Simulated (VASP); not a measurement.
AlNi:

```xyz
2
Lattice="2.8810 0.0000 0.0000 0.0000 2.8810 0.0000 0.0000 0.0000 2.8810" Properties=species:S:1:pos:R:3 pbc="T T T"
Ni    1.4405    1.4405    1.4405
Al    0.0000    0.0000    0.0000
```

| Item | Value |
| --- | --- |
| Program | VASP 6.6.1 |
| Task | relaxation of cell and atoms |
| Functional | revPBE |
| Dispersion | D4 |
| Potentials or basis | VASP PAW PBE potentials, release 64 (Ni, Al) |
| Cutoff | 600 eV |
| k mesh | 9 × 9 × 9 |
| Occupations | fermi-dirac, width 0.05 eV |
| Spin | collinear spin, ferromagnetic start |
| Starting moments | [1.0, 0.0] μB |

At the start: pressure -5.0 GPa; volume 11.96 Å³/atom.

Where does the relaxation end?

Over 3 steps the energy falls by 5.8 meV/atom and the volume is 11.59 Å³/atom (-3.0 %); space group Pm-3m (No. 221, to 0.05 Å); moment 0.00 μB per cell.

The path:
```csv
step,energy change (eV),largest force (eV/Å),pressure (GPa),volume (Å³)
1,0.0000,0.0000,-4.98,23.91
2,-0.0047,0.0000,4.29,22.65
3,-0.0117,0.0000,0.01,23.19
```

Final structure:
```
Ni Al
1.0
     2.85150    0.00000    0.00000
     0.00000    2.85150    0.00000
     0.00000    0.00000    2.85150
Ni Al
1 1
Direct
  0.50000 0.50000 0.50000
  0.00000 0.00000 0.00000
```

Caveat: the PAW data sets were made with another functional, which shifts forces and pressure a little; pairwise dispersion overbinds metals, which lowers pressure and volume.
